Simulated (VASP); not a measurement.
Here is a VASP 6.6.1 calculation.

Contents of INCAR:

```
SYSTEM = Si
PREC = Accurate ; ENCUT = 520
EDIFF = 1E-6 ; ISMEAR = 0
SIGMA = 0.03 ; LREAL = .FALSE.
LASPH = .TRUE. ; NELM = 100
ALGO = Normal ; ISIF = 2
LWAVE = .FALSE. ; LCHARG = .TRUE.
LELF = .TRUE. ; LVHAR = .TRUE.
NBANDS = 16
```

File KPOINTS:

```
regular mesh
0
G
  12 12 6
  0 0 0
```

File POSCAR:

```
Si
1.0
    3.7522730523      0.0000000000      0.0000000000
   -1.8761365262      3.2495637852      0.0000000000
    0.0000000000      0.0000000000      6.4554105591
Si
4
Direct
    0.3333333333      0.6666666667      0.0725769780
    0.6666666667      0.3333333333      0.5725769780
    0.3333333333      0.6666666667      0.4274230220
    0.6666666667      0.3333333333      0.9274230220
```

Potentials or basis: VASP PAW LDA potentials, release 64 (Si).

Launch:

```console
$ cat potpaw_LDA.64/Si/POTCAR > POTCAR
$ mpirun -np 1 vasp_std > vasp.out
```

(1) What does it give for the largest force?

(2) What does it give for the band gap on the k mesh?

Answers

(1) 1.320 eV/Å.

(2) zero (bands 8 and 9 overlap by 0.15 eV).

Caveat: semilocal functionals underestimate gaps, so a narrow gap can read as zero; forces of over 1 eV/Å act on the atoms, so gaps and moduli don't describe the material at rest.
